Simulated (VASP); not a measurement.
# Co (P6_3/mmc) in VASP: further runs

Aim: see how the results for Co move with the level of theory and the settings. Levels: RPBE, BLYP. Tasks: single point.

Program: VASP 6.6.1. These are calculated values, not measurements. Logs are shortened: lines on timing, memory, paths and dates and some standing lists are left out, and cuts for length are marked.

## (1) The cell of the first run

The structure is hexagonal, space group P6_3/mmc (No. 194). The conventional cell has a = 2.503 Å, b = 2.503 Å, c = 8.195 Å, α = 90.00°, β = 90.00°, γ = 120.00°. Co (site symmetry -6m2) has 12 Co at 2.50 to 2.51 Å within 3.3 Å. Co (site symmetry -3m) has 12 Co at 2.50 to 2.51 Å within 3.3 Å.

## (2) Single point, RPBE, collinear spin, ferromagnetic start

INCAR

```
SYSTEM = Co
ALGO = Fast ; EDIFF = 1E-6
ENCUT = 520 ; GGA = RP
ISIF = 2 ; ISMEAR = -1
ISPIN = 2 ; LASPH = .True.
LCHARG = .False. ; LMAXMIX = 4
LORBIT = 11 ; LREAL = .False.
LWAVE = .False. ; MAGMOM = 2 2 2 2
NBANDS = 30 ; NELM = 150
PREC = Accurate ; SIGMA = 0.05
```

KPOINTS

```
k-points
0
Gamma
  12 12 4
  0 0 0
```

POSCAR

```
Co
1.0
    2.5030729010      0.0000000000      0.0000000000
   -1.2515364506      2.1677247198      0.0000000000
    0.0000000000      0.0000000000      8.1946701348
Co
4
Direct
    0.6666666667      0.3333333333      0.7500000000
    0.0000000000      0.0000000000      0.5000000000
    0.3333333333      0.6666666667      0.2500000000
    0.0000000000      0.0000000000      0.0000000000
```

Potentials or basis: VASP PAW PBE potentials, release 64 (Co).

Command:

```
$ cat potpaw_PBE.64/Co/POTCAR > POTCAR
$ mpirun -np 1 vasp_std > vasp.out
```

OUTCAR:

```text
SYSTEM = Co
   EDIFF = 1E-6
   ENCUT = 520
   GGA = RP
   ISIF = 2
   ISMEAR = -1
   ISPIN = 2
   LASPH = .True.
   LORBIT = 11
   LREAL = .False.
   NELM = 150
   PREC = Accurate

 ion  position               nearest neighbor table
   1  0.667  0.333  0.750-   2 2.51   4 2.51   2 2.51   4 2.51   2 2.51   4 2.51
   2  0.000  0.000  0.500-   1 2.51   3 2.51   1 2.51   3 2.51   1 2.51   3 2.51
   3  0.333  0.667  0.250-   2 2.51   4 2.51   2 2.51   4 2.51   2 2.51   4 2.51
   4  0.000  0.000  0.000-   1 2.51   3 2.51   1 2.51   3 2.51   1 2.51   3 2.51

  LATTYP: Found a hexagonal cell.
 ALAT       =     2.5030729010
 C/A-ratio  =     3.2738439746

  Lattice vectors:

 A1 = (   2.5030729010,   0.0000000000,   0.0000000000)
 A2 = (  -1.2515364506,   2.1677247198,   0.0000000000)
 A3 = (   0.0000000000,   0.0000000000,   8.1946701348)

Analysis of symmetry for initial positions (statically):
=====================================================================
 Subroutine PRICEL returns:
 Original cell was already a primitive cell.

 Routine SETGRP: Setting up the symmetry group for a
 hexagonal supercell.

 Subroutine GETGRP returns: Found 24 space group operations
 (whereof 12 operations were pure point group operations)
 out of a pool of 24 trial point group operations.

The static configuration has the point symmetry D_3d.
 The point group associated with its full space group is D_6h.

Analysis of symmetry for dynamics (positions and initial velocities):
=====================================================================
 Subroutine PRICEL returns:
 Original cell was already a primitive cell.

 Routine SETGRP: Setting up the symmetry group for a
 hexagonal supercell.

 Subroutine GETGRP returns: Found 24 space group operations
 (whereof 12 operations were pure point group operations)
 out of a pool of 24 trial point group operations.

The dynamic configuration has the point symmetry D_3d.
 The point group associated with its full space group is D_6h.

Analysis of structural, dynamic, and magnetic symmetry:
=====================================================================
 Subroutine PRICEL returns:
 Original cell was already a primitive cell.

 Routine SETGRP: Setting up the symmetry group for a
 hexagonal supercell.

 Subroutine GETGRP returns: Found 24 space group operations
 (whereof 12 operations were pure point group operations)
 out of a pool of 24 trial point group operations.

The overall configuration has the point symmetry D_3d.
 The point group associated with its full space group is D_6h.
[... 125 lines left out ...]
  Fermi-wavevector in a.u.,A,eV,Ry     =   1.525829  2.883399 31.676474  2.328155
  Thomas-Fermi vector in A             =   2.633946
   LORBIT       =     11    0 simple, 1 ext, 2 COOP (PROOUT), +10 PAW based schemes
   GGA     = RP    functional components
   LHFCALC =     F    Hartree Fock is set to
   AEXX    =    0.0000 exact exchange contribution
   IVDW    =     0    specifies the selected vdW correction
   LEPSILON=     F    determine dielectric tensor
   LRPA    =     F    only Hartree local field effects (RPA)
 spin polarized calculation
 RMM-DIIS sequential band-by-band and
  energy-cutoff  :      520.00
  volume of cell :       44.46
 maximum number of plane-waves:      1218
 NGX is ok and might be reduce to    20
   NGX =  9   NGY =  9   NGZ = 31

 number of electron      36.0000022 magnetization       6.7433693

 Free energy of the ion-electron system (eV)
  ---------------------------------------------------
  ext. energy  EPLUGINS =         0.00000000
  ---------------------------------------------------
  free energy    TOTEN  =       -26.05625002 eV

  energy without entropy =      -26.02294095  energy(sigma->0) =      -26.03959549

 E-fermi :  10.1311     XC(G=0): -13.1512

 val. band max:       10.1305132888   @ k =   0.1667   0.0833   0.0000
 cond. band min:      10.1314075034   @ k =   0.0833   0.0000   0.0000
 fundamental gap:      0.0008942146
 Fermi energy:        10.1310992850

 spin component 1

 k-point     1 :       0.0000    0.0000    0.0000
  band No.  band energies     occupation
      1       1.3098      1.00000
      2       3.4631      1.00000
      3       3.4939      1.00000
      4       5.0166      1.00000
      5       7.0941      1.00000
      6       7.1254      1.00000
[... 781 lines left out ...]
     29      24.4749      0.00000
     30      25.3037      0.00000

 [... further k-points ...]

 spin component 2

 k-point     1 :       0.0000    0.0000    0.0000
  band No.  band energies     occupation
      1       1.2672      1.00000
      2       3.5088      1.00000
      3       3.5119      1.00000
      4       5.9704      1.00000
      5       8.4933      1.00000
      6       8.5626      1.00000
[... 781 lines left out ...]
     29      24.8093      0.00000
     30      25.6671      0.00000

 [... further k-points ...]
[... 5 lines left out ...]
  --------------------------------------------------------------------------------------
  -------------------------------------------------------------------------------------
  Total        0.7224690      0.7224690     -0.1825304     -0.0000000      0.0000000      0.0000000
  in kB       26.0327894     26.0327894     -6.5771337     -0.0000000      0.0000000      0.0000000
  external PRESSURE =      15.1628150 kB  Pullay stress =       0.0000000 kB

 VOLUME and BASIS-vectors are now :
 -----------------------------------------------------------------------------
  energy-cutoff  :      520.00
  volume of cell :       44.46
      direct lattice vectors                 reciprocal lattice vectors
     2.503072901  0.000000000  0.000000000     0.399508939  0.230656594  0.000000000
    -1.251536451  2.167724720  0.000000000     0.000000000  0.461313187  0.000000000
     0.000000000  0.000000000  8.194670135     0.000000000  0.000000000  0.122030537

 POSITION                                       TOTAL-FORCE (eV/Angst)
 -----------------------------------------------------------------------------------
      1.25154      0.72257      6.14600        -0.000000     -0.000000     -0.000000
      0.00000      0.00000      4.09734        -0.000000      0.000000      0.000000
     -0.00000      1.44515      2.04867         0.000000      0.000000     -0.000000
      0.00000      0.00000      0.00000        -0.000000      0.000000      0.000000
 -----------------------------------------------------------------------------------
    total drift:                                0.000000     -0.000000      0.000000

  FREE ENERGIE OF THE ION-ELECTRON SYSTEM (eV)
  ---------------------------------------------------
  free  energy   TOTEN  =       -26.0562500222 eV

  energy  without entropy=      -26.0229409523  energy(sigma->0) =      -26.03959549

 total charge

# of ion       s       p       d       tot
------------------------------------------
    1        0.483   0.507   7.234   8.223
    2        0.484   0.503   7.242   8.229
    3        0.483   0.507   7.234   8.223
    4        0.484   0.503   7.242   8.229
--------------------------------------------------
tot          1.933   2.021  28.951  32.905

 magnetization (x)

# of ion       s       p       d       tot
------------------------------------------
    1       -0.013  -0.055   1.787   1.719
    2       -0.013  -0.052   1.768   1.703
    3       -0.013  -0.055   1.787   1.719
    4       -0.013  -0.052   1.768   1.703
--------------------------------------------------
tot         -0.052  -0.213   7.111   6.845
```

OSZICAR:

```text
N       E                     dE             d eps       ncg     rms          rms(c)
DAV:   1     0.240271232234E+03    0.24027E+03   -0.15601E+04  6936   0.162E+03
DAV:   2    -0.150058887528E+02   -0.25528E+03   -0.23802E+03  6846   0.309E+02
DAV:   3    -0.295373980853E+02   -0.14532E+02   -0.13638E+02  7650   0.998E+01
DAV:   4    -0.297998295716E+02   -0.26243E+00   -0.26200E+00  8460   0.130E+01
DAV:   5    -0.298104854602E+02   -0.10656E-01   -0.10655E-01  9436   0.203E+00    0.202E+01
RMM:   6    -0.267596081215E+02    0.30509E+01   -0.24696E+01  7445   0.501E+01    0.107E+01
RMM:   7    -0.264470559773E+02    0.31255E+00   -0.33930E+00  7292   0.206E+01    0.109E+01
RMM:   8    -0.271199341258E+02   -0.67288E+00   -0.94484E-01  7395   0.900E+00    0.162E+01
RMM:   9    -0.260742377198E+02    0.10457E+01   -0.41901E-01  7360   0.650E+00    0.274E+00
RMM:  10    -0.260557005781E+02    0.18537E-01   -0.58752E-02  7894   0.154E+00    0.646E-01
RMM:  11    -0.260553552582E+02    0.34532E-03   -0.98588E-03  8643   0.629E-01    0.296E-01
RMM:  12    -0.260560875755E+02   -0.73232E-03   -0.17437E-03  9078   0.249E-01    0.178E-01
RMM:  13    -0.260562172593E+02   -0.12968E-03   -0.50518E-04  8487   0.152E-01    0.563E-02
RMM:  14    -0.260562763767E+02   -0.59117E-04   -0.18407E-04  9602   0.671E-02    0.938E-02
RMM:  15    -0.260562470955E+02    0.29281E-04   -0.35803E-05  8374   0.407E-02    0.224E-02
RMM:  16    -0.260562481981E+02   -0.11027E-05   -0.12838E-05  8636   0.167E-02    0.149E-02
RMM:  17    -0.260562502570E+02   -0.20588E-05   -0.30541E-06  5957   0.130E-02    0.576E-03
RMM:  18    -0.260562500222E+02    0.23477E-06   -0.95484E-07  4179   0.788E-03
   1 F= -.26056250E+02 E0= -.26039595E+02  d E =-.333091E-01  mag=     6.7431
```

stdout:

```text
POSCAR found type information on POSCAR Co
 POSCAR found :  1 types and       4 ions
 scaLAPACK will be used
 -----------------------------------------------------------------------------
|                                                                             |
|                                                                             |
|     You enforced a specific xc type in the INCAR file but a different       |
|     I HOPE YOU KNOW WHAT YOU ARE DOING!                                     |
|                                                                             |
 -----------------------------------------------------------------------------

 LDA part: xc-table for (Slater+PW92), standard interpolation
 POSCAR, INCAR and KPOINTS ok, starting setup
 FFT: planning ... GRIDC
 FFT: planning ... GRID_SOFT
 FFT: planning ... GRID
 WAVECAR not read
 entering main loop
```

Wall time 2.9 min (1 thread of AMD EPYC 7R43 (Zen 3), shared host); peak memory 0.21 GiB.

What came out:

```yaml
Free_energy: -26.0563 eV
Pressure: 1.5 GPa
Net_moment: 6.74 μB per cell
Site_moments: Co +1.72, +1.70 μB
Valence_electrons_inside_the_program's_atomic_spheres: Co 8.22, 8.23
```

Caveat: the PAW data sets were made with another functional, which shifts forces and pressure a little.

## (3) Single point, BLYP, collinear spin, ferromagnetic start

INCAR

```
SYSTEM = Co
AGGAC = 1.0 ; AGGAX = 1.0
ALDAC = 0.0 ; ALDAX = 1.0
ALGO = Fast ; EDIFF = 1E-6
ENCUT = 520 ; GGA = B5
ISIF = 2 ; ISMEAR = -1
ISPIN = 2 ; LASPH = .TRUE.
LCHARG = .FALSE. ; LMAXMIX = 4
LORBIT = 11 ; LREAL = .FALSE.
LWAVE = .FALSE. ; MAGMOM = 2 2 2 2
NBANDS = 30 ; NELM = 150
PREC = Accurate ; SIGMA = 0.05
```

KPOINTS

```
k-points
0
G
  12 12 4
  0 0 0
```

POSCAR is that of step 2.

Potentials or basis: VASP PAW PBE potentials, release 64 (Co).

Command:

```
$ cat potpaw_PBE.64/Co/POTCAR > POTCAR
$ mpirun -np 1 vasp_std > vasp.out
```

Wall time 2.9 min (1 thread of AMD EPYC 7R43 (Zen 3), shared host); peak memory 0.2 GiB.

Results (log left out):

- Free energy: -24.2244 eV
- Pressure: 4.7 GPa
- Net moment: 6.56 μB per cell
- Site moments: Co +1.67, +1.65 μB
- Valence electrons inside the program's atomic spheres: Co 8.25, 8.26

Stress tensor (GPa, compression positive):
```
5.78 0.00 0.00
0.00 5.78 0.00
0.00 0.00 2.42
```

Levels at points of the mesh, in eV from the Fermi level:
Spin up:
| k point | band 20 | band 21 | band 22 | band 23 | band 24 | band 25 |
| --- | --- | --- | --- | --- | --- | --- |
| (0.00, 0.00, 0.00) | -1.19 | -1.19 | -0.81 | -0.81 | -0.03 | 5.97 |
| (0.50, 0.00, 0.00) | -0.55 | 0.47 | 1.54 | 2.48 | 3.09 | 6.79 |
| (0.00, 0.00, 0.50) | -1.63 | -0.98 | -0.98 | -0.98 | -0.98 | 9.01 |
| (0.50, 0.00, 0.50) | -0.59 | 1.32 | 1.32 | 2.82 | 2.82 | 7.16 |
Spin down:
| k point | band 10 | band 11 | band 12 | band 13 | band 14 | band 15 | band 16 | band 17 | band 18 | band 19 |
| --- | --- | --- | --- | --- | --- | --- | --- | --- | --- | --- |
| (0.00, 0.00, 0.00) | -1.08 | -1.08 | -0.81 | -0.81 | -0.78 | -0.78 | -0.02 | 0.05 | 0.05 | 0.38 |
| (0.50, 0.00, 0.00) | -1.08 | -0.77 | -0.10 | -0.06 | 0.73 | 1.13 | 1.15 | 1.16 | 1.18 | 1.23 |
| (0.00, 0.00, 0.50) | -1.00 | -1.00 | -1.00 | -0.91 | -0.91 | -0.91 | -0.91 | 0.22 | 0.22 | 0.22 |
| (0.50, 0.00, 0.50) | -0.81 | -0.71 | -0.71 | -0.19 | -0.19 | 0.78 | 0.78 | 1.15 | 1.15 | 1.24 |

Caveat: the PAW data sets were made with another functional, which shifts forces and pressure a little.
